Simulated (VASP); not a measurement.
Input of a VASP 6.6.1 run:

The input INCAR:

```
SYSTEM = ZrC
PREC     = Accurate       ! precision mode
ENCUT    = 520            ! plane-wave cutoff, eV
EDIFF    = 1E-6           ! SCF threshold, eV
ISMEAR   = -1             ! smearing method
SIGMA    = 0.1            ! smearing width, eV
LREAL    = .False.        ! projectors in reciprocal space
LASPH    = .True.         ! aspherical terms in the spheres
NELM     = 100            ! most SCF steps
ALGO     = Normal         ! electronic algorithm
ISIF     = 2              ! what is computed and relaxed
LWAVE    = .False.        ! write WAVECAR
LCHARG   = .False.        ! write CHGCAR
GGA      = PE             ! functional
NBANDS   = 15             ! bands
```

The input KPOINTS:

```
regular mesh
0
Gamma
  14 14 14
  0 0 0
```

POSCAR

```
ZrC
1.0
    2.9224345750      0.0000000000      0.0000000000
    0.0000000000      2.9224345750      0.0000000000
    0.0000000000      0.0000000000      2.9224345750
Zr C
1 1
Direct
    0.0000000000      0.0000000000      0.0000000000
    0.5000000000      0.5000000000      0.5000000000
```

Potentials or basis: VASP PAW PBE potentials, release 64 (Zr_sv, C).

The run is started by

```sh
$ cat potpaw_PBE.64/Zr_sv/POTCAR potpaw_PBE.64/C/POTCAR > POTCAR
$ mpirun -np 1 vasp_std > vasp.out
```

(1) What does it give for the band gap on the k mesh?

(2) Predict the pressure.

## Answers

(1) zero (band 8 reaches 11.59 eV, above the bottom of band 9 at 9.48 eV).

(2) 0.2 GPa.
